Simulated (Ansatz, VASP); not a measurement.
# One calculation of Ir, two programs

```
Ir
1.0
     0.00000    1.87171    1.96769
     1.87171    0.00000    1.96769
     1.87171    1.87171    0.00000
Ir
1
Direct
  0.00000 0.00000 0.00000
```

Change from the starting cell: strain -0.025 along x and y, +0.025 along z, atoms carried along.

Alike in both runs: task single point; functional PBEsol; k mesh 22 × 22 × 22; occupations gaussian, width 0.15 eV; no spin polarisation.

```csv
,VASP,Ansatz
version,VASP 6.6.1,Ansatz 0.2.0
potentials or method,"VASP PAW PBE potentials, release 64 (Ir), cutoff 520 eV","scalar-relativistic, plane waves, PAW"
valence electrons in the cell,9,17
```

|  | VASP | Ansatz | Ansatz less VASP |
| --- | --- | --- | --- |
| gap on the k mesh at the Fermi level (eV) | none | none | - |
| pressure (GPa) | 11.5 | 8.4 | -3.12 |
| traceless stress, the component that is largest in VASP (GPa) | -13.75 | -13.83 | -0.078 |

VASP's potentials were made for PBE, not for PBEsol. A gap of «none» marks a metal or a gap that the smearing closes. VASP's potentials hold 9 valence electrons a cell and Ansatz's 17, so a difference there can come from the potentials and not from the codes.

Spin-orbit coupling is off throughout.
